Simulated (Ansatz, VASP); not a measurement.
## SiB5C: VASP beside Ansatz

```
CELL_PARAMETERS angstrom
6.31427 0.00000 0.00000
0.00000 3.25401 1.49598
0.00000 -3.25401 1.49598
ATOMIC_POSITIONS crystal
Si 0.50000 0.12486 0.12486
B 0.76750 0.95716 0.34130
B 0.23250 0.34130 0.95716
B 0.76750 0.34130 0.95716
B 0.23250 0.95716 0.34130
B 0.00000 0.48082 0.48082
C 0.00000 0.99085 0.99085
```

Alike in both runs: functional PBE; k mesh 3 × 5 × 5; occupations gaussian, width 0.2 eV; no spin polarisation.

Ansatz relaxed the structure, and its values are those at the end. VASP's run is a single point on that final structure, the one shown.

```csv
,VASP,Ansatz
version,VASP 6.6.1,Ansatz 0.2.0
potentials or method,"VASP PAW PBE potentials, release 64 (Si, B, C), cutoff 600 eV","scalar-relativistic, plane waves, PAW"
valence electrons in the cell,23,23
```

Ansatz gave:

```
gap on the k mesh at the Fermi level (eV) : none
pressure (GPa)                            : -0.2
rms of the force components (eV/Å)        : 0.010
```

Which values does VASP return?

gap on the k mesh at the Fermi level (eV): none; pressure (GPa): -0.2; rms of the force components (eV/Å): 0.005.

A gap of «none» marks a metal or a gap that the smearing closes. The functional is the same, so the differences come from potentials, cutoffs and numerics.

The k mesh is coarse, so the values compare programs but aren't converged.
